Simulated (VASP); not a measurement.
Ti, 2 atoms in the cell. It takes space group P6_3/mmc (No. 194, hexagonal). Conventional cell: a = 3.186 Å, b = 3.186 Å, c = 4.686 Å, α = 90.00°, β = 90.00°, γ = 120.00°. Within 3.9 Å of Ti (site symmetry -6m2) lie 12 Ti at 2.98 to 3.19 Å.  This cell differs from its parent crystal: strain +0.080 along x and y, +0.000 along z.

| Property | Result |
| --- | --- |
| Program | VASP 6.6.1 |
| Task | single point |
| Functional | PBE |
| Potentials or basis | VASP PAW PBE potentials, release 64 (Ti_sv) |
| Cutoff | 520 eV |
| k mesh | 18 × 18 × 10 |
| Occupations | gaussian, width 0.15 eV |
| Spin | no spin polarisation |
| Dipole correction | no |
| Further INCAR settings | ALGO = Fast; EDIFF = 1e-06; NBANDS = 19 |

Potentials or basis: VASP PAW PBE potentials, release 64 (Ti_sv).

Launch:

```console
$ cat potpaw_PBE.64/Ti_sv/POTCAR > POTCAR
$ mpirun -np 1 vasp_std > vasp.out
```

Hardware: 1 thread of Intel(R) Xeon(R) Platinum 8488C (Sapphire Rapids), with other jobs on the host.

Task: How long does it take, and how much memory?

Result: Wall time 3.8 min on 1 thread of Intel(R) Xeon(R) Platinum 8488C (Sapphire Rapids) (shared host), peak memory 0.25 GiB. Counts: scf iterations 36, k points 222.
